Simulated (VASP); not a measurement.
Wanted: the native input for a VASP 6.6.1 run.

| Property | Result |
| --- | --- |
| Task | single point |
| Functional | PBEsol |
| Potentials or basis | VASP PAW PBE potentials, release 64 (Nb_sv, As) |
| Cutoff | 520 eV |
| k mesh | 11 × 11 × 11 |
| Occupations | fermi-dirac, width 0.05 eV |
| Spin | no spin polarisation |
| Dipole correction | no |
| Further INCAR settings | ALGO = Normal; EDIFF = 1e-06; NBANDS = 26 |

The structure of NbAs lies in POSCAR:

```
NbAs
1.0
   -1.6629340884      1.6629340884      5.4427043551
    1.6629340884     -1.6629340884      5.4427043551
    1.6629340884      1.6629340884     -5.4427043551
Nb As
2 2
Direct
    0.4973918701     -0.0026081299      0.5000000000
    0.7473918701      0.7473918701      0.0000000000
    0.9186081299      0.4186081299      0.5000000000
    0.1686081299      0.1686081299      0.0000000000
```

One way to write it, as run:

INCAR

```
SYSTEM = NbAs
PREC = Accurate ; ENCUT = 520
EDIFF = 1E-6 ; ISMEAR = -1
SIGMA = 0.05 ; LREAL = .False.
LASPH = .True. ; NELM = 100
ALGO = Normal ; ISIF = 2
LWAVE = .False. ; LCHARG = .True.
GGA = PS ; LELF = .True.
LVHAR = .True. ; NBANDS = 26
```

KPOINTS

```
Automatic mesh
0
Gamma
  11 11 11
  0 0 0
```

Potentials or basis: VASP PAW PBE potentials, release 64 (Nb_sv, As).

Command:

```sh
$ cat potpaw_PBE.64/Nb_sv/POTCAR potpaw_PBE.64/As/POTCAR > POTCAR
$ mpirun -np 1 vasp_std > vasp.out
```

Results of the run:

```yaml
Pressure: 30.4 GPa
Largest_force: 0.011 eV/Å
Band_gap_on_the_k_mesh: 0.02 eV (least direct gap 0.07 eV)
```

Caveat: the cell stands under pressure; the PAW data sets were made with another functional, which shifts forces and pressure a little; an odd mesh through Γ misses points on the zone boundary, where band edges can lie.

It took 5.9 min on 1 thread of Intel(R) Xeon(R) Platinum 8488C (Sapphire Rapids), with other jobs on the host, peak memory 0.43 GiB.
